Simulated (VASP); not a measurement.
Crystal: AgBr.

```
CELL_PARAMETERS angstrom
0.00000 2.89273 2.89273
2.89273 0.00000 2.89273
2.89273 2.89273 0.00000
ATOMIC_POSITIONS crystal
Ag 0.00000 0.00000 0.00000
Br 0.50000 0.50000 0.50000
```

Base run:

| Property | Result |
| --- | --- |
| Program | VASP 6.6.1 |
| Functional | PBEsol |
| Potentials or basis | VASP PAW PBE potentials, release 64 (Ag, Br) |
| Cutoff | 500 eV |
| k mesh | 6 × 6 × 6 |
| Occupations | gaussian, width 0.01 eV |
| Spin | no spin polarisation |

Its results: band gap on the k mesh 0.51 eV (least direct gap 2.37 eV); pressure -2.6 GPa.

Task: After a change of settings the same cell gave: band gap on the k mesh 2.29 eV (least direct gap 3.99 eV); pressure 0.8 GPa. Which change was it?
A. functional from PBEsol to HSE06; cutoff from 500 eV to 400 eV; k mesh from 6 × 6 × 6 to 4 × 4 × 4
B. functional from PBEsol to PBE-based screened hybrid with 5 % exact exchange; cutoff from 500 eV to 400 eV; k mesh from 6 × 6 × 6 to 4 × 4 × 4
C. functional from PBEsol to PBE-based global hybrid with 30 % exact exchange; cutoff from 500 eV to 400 eV; k mesh from 6 × 6 × 6 to 4 × 4 × 4
D. functional from PBEsol to PBE-based screened hybrid with 35 % exact exchange; cutoff from 500 eV to 400 eV; k mesh from 6 × 6 × 6 to 4 × 4 × 4

Result: D.

Caveats: some runs use coarse meshes; the PAW data sets were made with another functional, which shifts forces and pressure a little.
